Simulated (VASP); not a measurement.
# ZrB (Fm-3m) in VASP: notebook

Runs on ZrB. Level: PBE+D4. Tasks: single point.

Everything below comes from runs of VASP 6.6.1. Logs are shortened: lines on timing, memory, paths and dates and some standing lists are left out, and cuts for length are marked.

## (1) The cell of the first run

It takes space group Fm-3m (No. 225, cubic). The conventional cell has a = 4.812 Å, b = 4.812 Å, c = 4.812 Å, α = 90.00°, β = 90.00°, γ = 90.00°. Within 3.2 Å of Zr (site symmetry m-3m) lie 6 B at 2.41 Å. B (site symmetry m-3m) has 6 Zr at 2.41 Å within 3.2 Å.

## (2) Single point, PBE+D4

Contents of INCAR:

```
SYSTEM = ZrB
PREC     = Accurate       ! precision mode
ENCUT    = 520            ! plane-wave cutoff, eV
EDIFF    = 1E-6           ! SCF threshold, eV
ISMEAR   = 1              ! smearing method
SIGMA    = 0.1            ! smearing width, eV
LREAL    = .False.        ! projectors in reciprocal space
LASPH    = .True.         ! aspherical terms in the spheres
NELM     = 60             ! most SCF steps
ALGO     = Normal         ! electronic algorithm
ISIF     = 2              ! what is computed and relaxed
LWAVE    = .False.        ! write WAVECAR
LCHARG   = .False.        ! write CHGCAR
GGA      = PE             ! functional
IVDW     = 13             ! dispersion correction
NBANDS   = 14             ! bands
```

Contents of KPOINTS:

```
regular mesh
0
Gamma
  10 10 10
  0 0 0
```

Contents of POSCAR:

```
ZrB
1.0
    0.0000000000      2.4061769506      2.4061769506
    2.4061769506      0.0000000000      2.4061769506
    2.4061769506      2.4061769506      0.0000000000
Zr B
1 1
Direct
    0.5000000000      0.5000000000      0.5000000000
    0.0000000000      0.0000000000      0.0000000000
```

Potentials or basis: VASP PAW PBE potentials, release 64 (Zr_sv, B).

On the command line:

```sh
$ cat potpaw_PBE.64/Zr_sv/POTCAR potpaw_PBE.64/B/POTCAR > POTCAR
$ mpirun -np 1 vasp_std > vasp.out
```

OUTCAR:

```text
SYSTEM = ZrB
   PREC = Accurate
   ENCUT = 520
   EDIFF = 1E-6
   ISMEAR = 1
   LREAL = .False.
   LASPH = .True.
   NELM = 60
   ISIF = 2
   GGA = PE
   IVDW = 13

 ion  position               nearest neighbor table
   1  0.500  0.500  0.500-   2 2.41   2 2.41   2 2.41   2 2.41   2 2.41   2 2.41
   2  0.000  0.000  0.000-   1 2.41   1 2.41   1 2.41   1 2.41   1 2.41   1 2.41

  LATTYP: Found a face centered cubic cell.
 ALAT       =     4.8123539012

  Lattice vectors:

 A1 = (   0.0000000000,   2.4061769506,   2.4061769506)
 A2 = (   2.4061769506,   0.0000000000,   2.4061769506)
 A3 = (   2.4061769506,   2.4061769506,   0.0000000000)

Analysis of symmetry for initial positions (statically):
=====================================================================
 Subroutine PRICEL returns:
 Original cell was already a primitive cell.

 Routine SETGRP: Setting up the symmetry group for a
 face centered cubic supercell.

 Subroutine GETGRP returns: Found 48 space group operations
 (whereof 48 operations were pure point group operations)
 out of a pool of 48 trial point group operations.

The static configuration has the point symmetry O_h .

Analysis of symmetry for dynamics (positions and initial velocities):
=====================================================================
 Subroutine PRICEL returns:
 Original cell was already a primitive cell.

 Routine SETGRP: Setting up the symmetry group for a
 face centered cubic supercell.

 Subroutine GETGRP returns: Found 48 space group operations
 (whereof 48 operations were pure point group operations)
 out of a pool of 48 trial point group operations.

The dynamic configuration has the point symmetry O_h .

 Subroutine INISYM returns: Found 48 space group operations
 (whereof 48 operations are pure point group operations),
 and found     1 'primitive' translations

----------------------------------------------------------------------------------------

                                     Primitive cell

  volume of cell :      27.8620

  direct lattice vectors                    reciprocal lattice vectors
     0.000000000  2.406176951  2.406176951    -0.207798516  0.207798516  0.207798516
     2.406176951  0.000000000  2.406176951     0.207798516 -0.207798516  0.207798516
     2.406176951  2.406176951  0.000000000     0.207798516  0.207798516 -0.207798516

  length of vectors
     3.402848077  3.402848077  3.402848077     0.359917588  0.359917588  0.359917588

  position of ions in fractional coordinates (direct lattice)
     0.500000000  0.500000000  0.500000000
     0.000000000  0.000000000  0.000000000

  ion indices of the primitive-cell ions
   primitive index   ion index
                 1           1
[... 88 lines left out ...]
   ISMEAR =     1;   SIGMA  =   0.10  broadening in eV -4-tet -1-fermi 0-gaus
   EFERMI_NEDOS =   21; number of points for ismear=-14 and -15
   IALGO  =     38    algorithm
   IMIX   =      4    mixing-type and parameters
     AMIX     =   0.40;   BMIX     =  1.00
     AMIX_MAG =   1.60;   BMIX_MAG =  1.00
  volume/ion in A,a.u.               =      13.93        94.01
  Fermi-wavevector in a.u.,A,eV,Ry     =   1.331786  2.516710 24.132017  1.773653
  Thomas-Fermi vector in A             =   2.460770
   LORBIT       =      0    0 simple, 1 ext, 2 COOP (PROOUT), +10 PAW based schemes
   GGA     = PE    functional components
   LHFCALC =     F    Hartree Fock is set to
   AEXX    =    0.0000 exact exchange contribution
   IVDW    =    13    specifies the selected vdW correction
   LEPSILON=     F    determine dielectric tensor
   LRPA    =     F    only Hartree local field effects (RPA)
 non-spin polarized calculation
 Methfessel and Paxton  Order N= 1 SIGMA  =   0.10
  energy-cutoff  :      520.00
  volume of cell :       27.86
 maximum number of plane-waves:       763
 NGX is ok and might be reduce to    28
   NGX = 13   NGY = 13   NGZ = 13

 number of electron      15.0000000 magnetization

 Free energy of the ion-electron system (eV)
  ---------------------------------------------------
  ext. energy  EPLUGINS =         0.00000000
  ---------------------------------------------------
  free energy    TOTEN  =       -15.94918846 eV

  energy without entropy =      -15.94845857  energy(sigma->0) =      -15.94894516

 E-fermi :   7.9753     XC(G=0): -11.7359

 val. band max:        7.9618146151   @ k =  -0.2000   0.1000   0.0000
 cond. band min:       7.9779776816   @ k =   0.3000   0.2000   0.1000
 fundamental gap:      0.0161630665
 Fermi energy:         7.9753038102

 k-point     1 :       0.0000    0.0000    0.0000
  band No.  band energies     occupation
      1     -39.2368      2.00000
      2     -17.0412      2.00000
      3     -17.0412      2.00000
      4     -17.0412      2.00000
      5      -0.1728      2.00000
      6       9.8019     -0.00000
      7       9.8019     -0.00000
      8       9.8019     -0.00000
      9      11.3239      0.00000
     10      11.3239      0.00000
     11      11.5415      0.00000
     12      11.5415      0.00000
     13      11.5415      0.00000
     14      18.8321      0.00000
[... 377 lines left out ...]
      1     -39.1561      2.00000
      2     -17.5296      2.00000
      3     -17.2387      2.00000
      4     -17.2181      2.00000
      5       1.9620      2.00000
      6       6.2779      2.00000
      7       7.3755      2.00000
      8       9.1801     -0.00000
      9       9.9262     -0.00000
     10      13.0009      0.00000
     11      14.4173      0.00000
     12      14.6588      0.00000
     13      18.2987      0.00000
     14      20.6141      0.00000

 [... further k-points ...]

------------------------ aborting loop because EDIFF is reached ----------------------------------------

  DFT-D4 for vdW energy calculation

  Edisp (eV):   -0.56767

  FORCE on cell =-STRESS in cart. coord.  units (eV):
  Direction    XX          YY          ZZ          XY          YZ          ZX
  --------------------------------------------------------------------------------------
  -------------------------------------------------------------------------------------
  Total       1.11235     1.11235     1.11235     0.00000     0.00000    -0.00000
  in kB      63.96449    63.96449    63.96449     0.00000     0.00000    -0.00000
  external pressure =       63.96 kB  Pullay stress =        0.00 kB

 VOLUME and BASIS-vectors are now :
 -----------------------------------------------------------------------------
  energy-cutoff  :      520.00
  volume of cell :       27.86
      direct lattice vectors                 reciprocal lattice vectors
     0.000000000  2.406176951  2.406176951    -0.207798516  0.207798516  0.207798516
     2.406176951  0.000000000  2.406176951     0.207798516 -0.207798516  0.207798516
     2.406176951  2.406176951  0.000000000     0.207798516  0.207798516 -0.207798516

 POSITION                                       TOTAL-FORCE (eV/Angst)
 -----------------------------------------------------------------------------------
      2.40618      2.40618      2.40618         0.000000     -0.000000      0.000000
      0.00000      0.00000      0.00000        -0.000000      0.000000     -0.000000
 -----------------------------------------------------------------------------------
    total drift:                                0.000000      0.000000      0.000000

  FREE ENERGIE OF THE ION-ELECTRON SYSTEM (eV)
  ---------------------------------------------------
  free  energy   TOTEN  =       -16.5168605542 eV

  energy  without entropy=      -16.5161306665  energy(sigma->0) =      -16.51661726
```

stdout:

```text
POSCAR found type information on POSCAR ZrB
 POSCAR found :  2 types and       2 ions
 scaLAPACK will be used
 LDA part: xc-table for (Slater+PW92), standard interpolation
 POSCAR, INCAR and KPOINTS ok, starting setup
 FFT: planning ... GRIDC
 FFT: planning ... GRID_SOFT
 FFT: planning ... GRID
 WAVECAR not read
 entering main loop
```

Wall time 32 s (1 thread of Intel Xeon 8259CL, shared host); peak memory 0.16 GiB.

Results:

```
Free energy                : -16.5169 eV
Pressure                   : 6.4 GPa
Dispersion energy per atom : -0.284 eV
```

Caveat: pairwise dispersion overbinds metals, which lowers pressure and volume.

## (3) Single point, PBE+D4

This run uses another cell than the first one, of 14.23 Å³/atom, 1.021 times its volume.

Contents of INCAR:

```
PREC = Accurate
ENCUT = 520
EDIFF = 1E-6
ISMEAR = 1
SIGMA = 0.1
LREAL = False
LASPH = True
NELM = 100
ALGO = Normal
ISIF = 2
LWAVE = False
LCHARG = True
GGA = PE
IVDW = 13
LELF = True
LVHAR = True
NBANDS = 14
```

Contents of KPOINTS:

```
Automatic mesh
0
Gamma
  10 10 10
```

Contents of POSCAR:

```
ZrB
1.0
    0.0000000000      2.4231224170      2.4231224170
    2.4231224170      0.0000000000      2.4231224170
    2.4231224170      2.4231224170      0.0000000000
Zr B
1 1
Direct
    0.5000000000      0.5000000000      0.5000000000
    0.0000000000      0.0000000000      0.0000000000
```

Potentials or basis: VASP PAW PBE potentials, release 64 (Zr_sv, B).

On the command line:

```sh
$ cat potpaw_PBE.64/Zr_sv/POTCAR potpaw_PBE.64/B/POTCAR > POTCAR
$ mpirun -np 1 vasp_std > vasp.out
```

OUTCAR:

```text
PREC = Accurate
   ENCUT = 520
   EDIFF = 1E-6
   ISMEAR = 1
   LREAL = False
   LASPH = True
   NELM = 100
   ISIF = 2
   GGA = PE
   IVDW = 13

 ion  position               nearest neighbor table
   1  0.500  0.500  0.500-   2 2.42   2 2.42   2 2.42   2 2.42   2 2.42   2 2.42
   2  0.000  0.000  0.000-   1 2.42   1 2.42   1 2.42   1 2.42   1 2.42   1 2.42

  LATTYP: Found a face centered cubic cell.
 ALAT       =     4.8462448340

  Lattice vectors:

 A1 = (   0.0000000000,   2.4231224170,   2.4231224170)
 A2 = (   2.4231224170,   0.0000000000,   2.4231224170)
 A3 = (   2.4231224170,   2.4231224170,   0.0000000000)

[... 593 lines left out ...]

  DFT-D4 for vdW energy calculation

  Edisp (eV):   -0.55431

  FORCE on cell =-STRESS in cart. coord.  units (eV):
  Direction    XX          YY          ZZ          XY          YZ          ZX
  --------------------------------------------------------------------------------------
  -------------------------------------------------------------------------------------
  Total       0.45141     0.45141     0.45141     0.00000     0.00000     0.00000
  in kB      25.41701    25.41701    25.41701     0.00000     0.00000     0.00000
  external pressure =       25.42 kB  Pullay stress =        0.00 kB

 VOLUME and BASIS-vectors are now :
 -----------------------------------------------------------------------------
  energy-cutoff  :      520.00
  volume of cell :       28.45
      direct lattice vectors                 reciprocal lattice vectors
     0.000000000  2.423122417  2.423122417    -0.206345332  0.206345332  0.206345332
     2.423122417  0.000000000  2.423122417     0.206345332 -0.206345332  0.206345332
     2.423122417  2.423122417  0.000000000     0.206345332  0.206345332 -0.206345332

 POSITION                                       TOTAL-FORCE (eV/Angst)
 -----------------------------------------------------------------------------------
      2.42312      2.42312      2.42312         0.000000      0.000000      0.000000
      0.00000      0.00000      0.00000        -0.000000     -0.000000     -0.000000
 -----------------------------------------------------------------------------------
    total drift:                                0.000000      0.000000      0.000000

  FREE ENERGIE OF THE ION-ELECTRON SYSTEM (eV)
  ---------------------------------------------------
  free  energy   TOTEN  =       -16.5336455599 eV

  energy  without entropy=      -16.5329421098  energy(sigma->0) =      -16.53341108
```

OSZICAR:

```text
N       E                     dE             d eps       ncg     rms          rms(c)
DAV:   1     0.941013589821E+02    0.94101E+02   -0.78978E+03  1316   0.103E+03
DAV:   2    -0.122004528743E+02   -0.10630E+03   -0.10112E+03  1604   0.282E+02
DAV:   3    -0.176598227274E+02   -0.54594E+01   -0.54079E+01  2258   0.527E+01
DAV:   4    -0.178486022448E+02   -0.18878E+00   -0.18875E+00  1534   0.616E+00
DAV:   5    -0.178501075452E+02   -0.15053E-02   -0.15053E-02  1842   0.599E-01    0.181E+01
DAV:   6    -0.159820567432E+02    0.18681E+01   -0.27640E+00  1514   0.144E+01    0.632E+00
DAV:   7    -0.159779256732E+02    0.41311E-02   -0.25668E-01  1828   0.355E+00    0.293E+00
DAV:   8    -0.159800298019E+02   -0.21041E-02   -0.32559E-02  1638   0.151E+00    0.330E-01
DAV:   9    -0.159792451511E+02    0.78465E-03   -0.35216E-03  1552   0.366E-01    0.158E-01
DAV:  10    -0.159793406392E+02   -0.95488E-04   -0.50024E-04  1526   0.250E-01    0.372E-02
DAV:  11    -0.159793361507E+02    0.44885E-05   -0.24380E-05  1702   0.418E-02    0.419E-03
DAV:  12    -0.159793344618E+02    0.16889E-05   -0.13785E-06  1040   0.131E-02    0.312E-03
DAV:  13    -0.159793345034E+02   -0.41539E-07   -0.13638E-07   844   0.425E-03
   1 F= -.16533646E+02 E0= -.16533411E+02  d E =-.703450E-03
```

stdout:

```text
POSCAR found type information on POSCAR ZrB
 POSCAR found :  2 types and       2 ions
 scaLAPACK will be used
 LDA part: xc-table for (Slater+PW92), standard interpolation
 POSCAR, INCAR and KPOINTS ok, starting setup
 FFT: planning ... GRIDC
 FFT: planning ... GRID_SOFT
 FFT: planning ... GRID
 WAVECAR not read
 entering main loop
```

Run time: 37 s. Hardware: 1 thread of Intel Xeon 8259CL, shared host; peak memory 0.17 GiB.

What came out:

- Free energy: -16.5336 eV
- Pressure: 2.5 GPa
- Dispersion energy per atom: -0.277 eV

Caveat: pairwise dispersion overbinds metals, which lowers pressure and volume.

[end of part 1 of 2]
